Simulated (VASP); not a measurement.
Input of a VASP 6.6.1 run:

File INCAR:

```
PREC = Accurate
ENCUT = 520
EDIFF = 1E-7
ISMEAR = 0
SIGMA = 0.1
LREAL = F
LASPH = T
NELM = 100
ALGO = Normal
ISIF = 2
LWAVE = F
LCHARG = F
GGA = PE
IVDW = 12
NBANDS = 32
```

Contents of KPOINTS:

```
Automatic mesh
0
Gamma
  6 6 4
```

File POSCAR:

```
TiC8
1.0
    4.9120360200      0.0000000000      0.0000000000
   -2.4560180100      4.2539479800      0.0000000000
    0.0000000000      0.0000000000      4.0204105200
Ti C
1 8
Direct
    0.0000000000      0.0000000000      0.5000000000
    0.3333333300      0.6666666700      0.0000000000
    0.3333333300      0.1666666700      0.0000000000
    0.8333333300      0.6666666700      0.0000000000
    0.8333333300      0.1666666700      0.0000000000
    0.1666666700      0.8333333300      0.0000000000
    0.1666666700      0.3333333300      0.0000000000
    0.6666666700      0.8333333300      0.0000000000
    0.6666666700      0.3333333300      0.0000000000
```

Potentials or basis: VASP PAW PBE potentials, release 64 (Ti_sv, C).

The run is started by

```console
$ cat potpaw_PBE.64/Ti_sv/POTCAR potpaw_PBE.64/C/POTCAR > POTCAR
$ mpirun -np 1 vasp_std > vasp.out
```

(1) Estimate the band gap on the k mesh.

(2) Estimate the largest force.

## Answers

(1) zero (band 22 reaches 7.38 eV, above the bottom of band 23 at 5.42 eV).

(2) 0.621 eV/Å.

Caveat: the k points lie up to 0.39 Å⁻¹ apart.
